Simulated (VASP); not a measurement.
# MgS (P6_3mc) in VASP: elastic constants with PBE

Aim: the elastic constants of MgS with PBE.

All numbers are computed with VASP 6.6.1; they aren't measurements. Logs are shortened: lines on timing, memory, paths and dates and some standing lists are left out, and cuts for length are marked.

## (1) The cell of the first run

Symmetry: P6_3mc, No. 186, hexagonal system. Conventional cell: a = 4.041 Å, b = 4.041 Å, c = 13.080 Å, α = 90.00°, β = 90.00°, γ = 120.00°. Within 3.3 Å of Mg (site symmetry 3m) lie 4 S at 2.46 to 2.47 Å. Mg (site symmetry 3m) has 4 S at 2.47 Å within 3.3 Å. Within 3.3 Å of S (site symmetry 3m) lie 4 Mg at 2.47 Å. Within 3.3 Å of S (site symmetry 3m) lie 4 Mg at 2.46 to 2.47 Å.

## (2) Elastic constants, PBE

The input, INCAR:

```
SYSTEM = MgS
ALGO = Normal
EDIFF = 1E-8
ENCUT = 600
GGA = PE
IBRION = 6
ISIF = 3
ISMEAR = 0
LASPH = .TRUE.
LCHARG = .FALSE.
LREAL = .FALSE.
LWAVE = .FALSE.
NELM = 60
NFREE = 2
NSW = 1
POTIM = 0.015
PREC = Accurate
SIGMA = 0.01
```

The input, KPOINTS:

```
k-points
0
G
  6 6 2
  0 0 0
```

The input, POSCAR:

```
MgS
1.0
    4.0405200759      0.0000000000      0.0000000000
   -2.0202600379      3.4991930302      0.0000000000
    0.0000000000      0.0000000000     13.0800279451
Mg S
4 4
Direct
    0.0000000000      0.0000000000      0.0948572732
    0.0000000000      0.0000000000      0.5948572732
    0.3333333333      0.6666666667      0.3439525086
    0.6666666667      0.3333333333      0.8439525086
    0.0000000000      0.0000000000      0.4057262008
    0.0000000000      0.0000000000      0.9057262008
    0.3333333333      0.6666666667      0.1554640174
    0.6666666667      0.3333333333      0.6554640174
```

Potentials or basis: VASP PAW PBE potentials, release 64 (Mg, S).

On the command line:

```bash
$ cat potpaw_PBE.64/Mg/POTCAR potpaw_PBE.64/S/POTCAR > POTCAR
$ mpirun -np 1 vasp_std > vasp.out
```

OUTCAR:

```text
SYSTEM = MgS
   EDIFF = 1E-8
   ENCUT = 600
   GGA = PE
   IBRION = 6
   ISIF = 3
   ISMEAR = 0
   LASPH = .TRUE.
   LREAL = .FALSE.
   NELM = 60
   NFREE = 2
   NSW = 1
   POTIM = 0.015
   PREC = Accurate

 ion  position               nearest neighbor table
   1  0.000  0.000  0.095-   7 2.46   7 2.46   7 2.46   6 2.47
   2  0.000  0.000  0.595-   8 2.46   8 2.46   8 2.46   5 2.47
   3  0.333  0.667  0.344-   7 2.47   5 2.47   5 2.47   5 2.47
   4  0.667  0.333  0.844-   8 2.47   6 2.47   6 2.47   6 2.47
   5  0.000  0.000  0.406-   3 2.47   3 2.47   3 2.47   2 2.47
   6  0.000  0.000  0.906-   4 2.47   4 2.47   4 2.47   1 2.47
   7  0.333  0.667  0.155-   1 2.46   1 2.46   1 2.46   3 2.47
   8  0.667  0.333  0.655-   2 2.46   2 2.46   2 2.46   4 2.47

  LATTYP: Found a hexagonal cell.
 ALAT       =     4.0405200759
 C/A-ratio  =     3.2372139476

  Lattice vectors:

 A1 = (   4.0405200759,   0.0000000000,   0.0000000000)
 A2 = (  -2.0202600379,   3.4991930302,   0.0000000000)
 A3 = (   0.0000000000,   0.0000000000,  13.0800279451)

Analysis of symmetry for initial positions (statically):
=====================================================================
 Subroutine PRICEL returns:
 Original cell was already a primitive cell.

 Routine SETGRP: Setting up the symmetry group for a
 hexagonal supercell.

 Subroutine GETGRP returns: Found 12 space group operations
 (whereof  6 operations were pure point group operations)
 out of a pool of 24 trial point group operations.

The static configuration has the point symmetry C_3v.
 The point group associated with its full space group is C_6v.

Analysis of symmetry for dynamics (positions and initial velocities):
=====================================================================
 Subroutine PRICEL returns:
 Original cell was already a primitive cell.

 Routine SETGRP: Setting up the symmetry group for a
 hexagonal supercell.

 Subroutine GETGRP returns: Found 12 space group operations
 (whereof  6 operations were pure point group operations)
 out of a pool of 24 trial point group operations.

The dynamic configuration has the point symmetry C_3v.
 The point group associated with its full space group is C_6v.

 Subroutine INISYM returns: Found 12 space group operations
 (whereof  6 operations are pure point group operations),
 and found     1 'primitive' translations

----------------------------------------------------------------------------------------

                                     Primitive cell

  volume of cell :     184.9328

  direct lattice vectors                    reciprocal lattice vectors
     4.040520076  0.000000000  0.000000000     0.247492892  0.142890088  0.000000000
    -2.020260038  3.499193030  0.000000000     0.000000000  0.285780176  0.000000000
     0.000000000  0.000000000 13.080027945     0.000000000  0.000000000  0.076452436

  length of vectors
     4.040520076  4.040520076 13.080027945     0.285780176  0.285780176  0.076452436

  position of ions in fractional coordinates (direct lattice)
     0.000000000  0.000000000  0.094857273
     0.000000000  0.000000000  0.594857273
     0.333333333  0.666666667  0.343952509
[... 111 lines left out ...]
  energy-cutoff  :      600.00
  volume of cell :      184.93
 maximum number of plane-waves:      6212
   NGX = 17   NGY = 17   NGZ = 53

--------------------------------------- Ionic step        1  -------------------------------------------

 number of electron      32.0000001 magnetization

 Free energy of the ion-electron system (eV)
  ---------------------------------------------------
  ext. energy  EPLUGINS =         0.00000000
  ---------------------------------------------------
  free energy    TOTEN  =       -33.92532852 eV

  energy without entropy =      -33.92532852  energy(sigma->0) =      -33.92532852

------------------------ aborting loop because EDIFF is reached ----------------------------------------

  FORCE on cell =-STRESS in cart. coord.  units (eV):
  Direction    XX          YY          ZZ          XY          YZ          ZX
  --------------------------------------------------------------------------------------
  -------------------------------------------------------------------------------------
  Total       -0.1617919     -0.1617919     -0.1513039     -0.0000000     -0.0000000      0.0000000
  in kB       -1.4016948     -1.4016948     -1.3108313     -0.0000000     -0.0000000      0.0000000
  external PRESSURE =      -1.3714069 kB  Pullay stress =       0.0000000 kB
[... 107 lines left out ...]
  FREE ENERGIE OF THE ION-ELECTRON SYSTEM (eV)
  ---------------------------------------------------
  free  energy   TOTEN  =       -33.9130065952 eV

  energy  without entropy=      -33.9130065952  energy(sigma->0) =      -33.91300660

[... ionic steps 4 to 26 ...]

--------------------------------------- Ionic step       27  -------------------------------------------

 number of electron      32.0000001 magnetization

------------------------ aborting loop because EDIFF is reached ----------------------------------------
[... 79 lines left out ...]
--------------------------------------- Ionic step       29  -------------------------------------------

 number of electron      32.0000001 magnetization

 Free energy of the ion-electron system (eV)
  ---------------------------------------------------
  ext. energy  EPLUGINS =         0.00000000
  ---------------------------------------------------
  free energy    TOTEN  =       -33.92442050 eV

  energy without entropy =      -33.92442050  energy(sigma->0) =      -33.92442050

 E-fermi :   1.0756     XC(G=0):  -8.3135

 val. band max:        0.9965310239   @ k =   0.0000   0.0000   0.0000
 cond. band min:       4.3574185455   @ k =   0.0000   0.0000   0.0000
 fundamental gap:      3.3608875216
 Fermi energy:         1.0755694045

 k-point     1 :       0.0000    0.0000    0.0000
  band No.  band energies     occupation
      1     -10.2640      2.00000
      2      -9.9581      2.00000
      3      -9.9507      2.00000
      4      -9.5923      2.00000
      5      -2.1011      2.00000
      6      -0.8595      2.00000
[... 360 lines left out ...]
  FREE ENERGIE OF THE ION-ELECTRON SYSTEM (eV)
  ---------------------------------------------------
  free  energy   TOTEN  =       -33.9244205034 eV

  energy  without entropy=      -33.9244205034  energy(sigma->0) =      -33.92442050

 INTERNAL STRAIN TENSORS FROM STRAINED CELLS
 ============================================

 INTERNAL STRAIN TENSOR FOR ION    1 for displacements in x,y,z  (eV/Angst):
          X           Y           Z          XY          YZ          ZX
  --------------------------------------------------------------------------------
  x    -0.00000     0.00000    -0.00000    -4.69555     0.00000     3.34043
  y    -4.71106     4.72565    -0.00000    -0.00003     3.33477    -0.00001
  z     3.35358     3.35971    -6.91739     0.00009    -0.00027    -0.00000

 INTERNAL STRAIN TENSORS FROM DISPLACED ATOMS
 ============================================

 INTERNAL STRAIN TENSOR FOR ION    1 for displacements in x,y,z  (eV/Angst):
          X           Y           Z          XY          YZ          ZX
  --------------------------------------------------------------------------------
  x    -0.00000     0.00000    -0.00000    -4.69167     0.00000     3.35577
  y    -4.69167     4.69167     0.00000     0.00000     3.35576     0.00000
  z     3.34421     3.34421    -6.88003     0.00000     0.00000    -0.00000

 INTERNAL STRAIN TENSOR FOR ION    8 for displacements in x,y,z  (eV/Angst):
          X           Y           Z          XY          YZ          ZX
  --------------------------------------------------------------------------------
  x    -0.00000     0.00000    -0.00000    -5.71522    -0.00000    -3.21725
  y    -5.71522     5.71522     0.00000     0.00000    -3.21725    -0.00000
  z    -3.22180    -3.22180     6.96636    -0.00000    -0.00000     0.00000

 Eigenvectors and eigenvalues of the dynamical matrix
 ----------------------------------------------------

   1 f  =   11.621863 THz    73.022316 2PiTHz  387.663606 cm-1    48.064140 meV
             X         Y         Z           dx          dy          dz
      0.000000  0.000000  1.240736    -0.000000   -0.000000    0.112450
      0.000000  0.000000  7.780750    -0.000000    0.000000   -0.112450
     -0.000000  2.332795  4.498908     0.000000    0.000000    0.531911
      2.020260  1.166398 11.038922    -0.000000    0.000000   -0.531911
      0.000000  0.000000  5.306910     0.000000    0.000000   -0.188644
      0.000000  0.000000 11.846924    -0.000000    0.000000    0.188644
     -0.000000  2.332795  2.033474     0.000000    0.000000   -0.410901
      2.020260  1.166398  8.573488     0.000000   -0.000000    0.410901
[... 243 lines left out ...]
  24 f/i=    0.002905 THz     0.018255 2PiTHz    0.096914 cm-1     0.012016 meV
             X         Y         Z           dx          dy          dz
      0.000000  0.000000  1.240736     0.310722   -0.106988   -0.000000
      0.000000  0.000000  7.780750     0.310722   -0.106988   -0.000000
     -0.000000  2.332795  4.498908     0.310080   -0.106767   -0.000000
      2.020260  1.166398 11.038922     0.310080   -0.106767   -0.000000
      0.000000  0.000000  5.306910     0.356197   -0.122646   -0.000000
      0.000000  0.000000 11.846924     0.356197   -0.122646   -0.000000
     -0.000000  2.332795  2.033474     0.356974   -0.122914   -0.000000
      2.020260  1.166398  8.573488     0.356974   -0.122914   -0.000000

--------------------------------------------------------------------------------------------------------

 ELASTIC MODULI CONTR FROM IONIC RELAXATION (kBar)
 Direction    XX          YY          ZZ          XY          YZ          ZX
 --------------------------------------------------------------------------------
 XX        -255.8453    115.2546    146.0217     -0.0000     -0.0000      0.0000
 YY         115.2546   -255.8453    146.0217     -0.0000      0.0000     -0.0000
 ZZ         146.0217    146.0217   -303.5946      0.0000      0.0000     -0.0000
 XY          -0.0000     -0.0000      0.0000   -185.5500     -0.0000     -0.0000
 YZ          -0.0000      0.0000      0.0000     -0.0000    -67.6748     -0.0000
 ZX           0.0000     -0.0000     -0.0000      0.0000     -0.0000    -67.6749
 --------------------------------------------------------------------------------

 TOTAL ELASTIC MODULI (kBar)
 Direction    XX          YY          ZZ          XY          YZ          ZX
 --------------------------------------------------------------------------------
 XX         844.5661    462.1723    372.1053      0.0000     -0.0000      0.0000
 YY         462.1723    844.5661    372.1053      0.0000      0.0000     -0.0000
 ZZ         372.1053    372.1053    890.0786      0.0000      0.0000     -0.0000
 XY           0.0000      0.0000      0.0000    191.1969     -0.0000     -0.0000
 YZ          -0.0000      0.0000      0.0000     -0.0000    179.7840      0.0000
 ZX           0.0000     -0.0000     -0.0000      0.0000      0.0000    179.7839
 --------------------------------------------------------------------------------
```

Run time: 37 min. Hardware: 1 thread of Oxide Virtual Turin-like, shared host; peak memory 0.57 GiB.

Results:

```yaml
Elastic_constants_C11_C12_C44: 84, 46, 18 GPa
Voigt_bulk_modulus: 55 GPa
Highest_phonon_frequency_at_Γ_LO-TO_splitting_left_out: 388 cm⁻¹
```

Phonon frequencies in cm⁻¹ (negative: imaginary):
| q point | frequencies |
| --- | --- |
| (0.000, 0.000, 0.000) | 0 0 0 64 64 66 66 87 87 161 166 269 313 319 319 320 320 324 324 325 325 328 382 388 |

Elastic tensor in Voigt notation (GPa, in the Cartesian axes of the cell as first typed):
```
84 46 37  0  0  0
46 84 37  0  0  0
37 37 89  0  0  0
 0  0  0 18  0  0
 0  0  0  0 18  0
 0  0  0  0  0 19
```

Clamped-ion elastic tensor (GPa):
```
110  35  23   0   0   0
 35 110  23   0   0   0
 23  23 119   0   0   0
  0   0   0  25   0   0
  0   0   0   0  25   0
  0   0   0   0   0  38
```
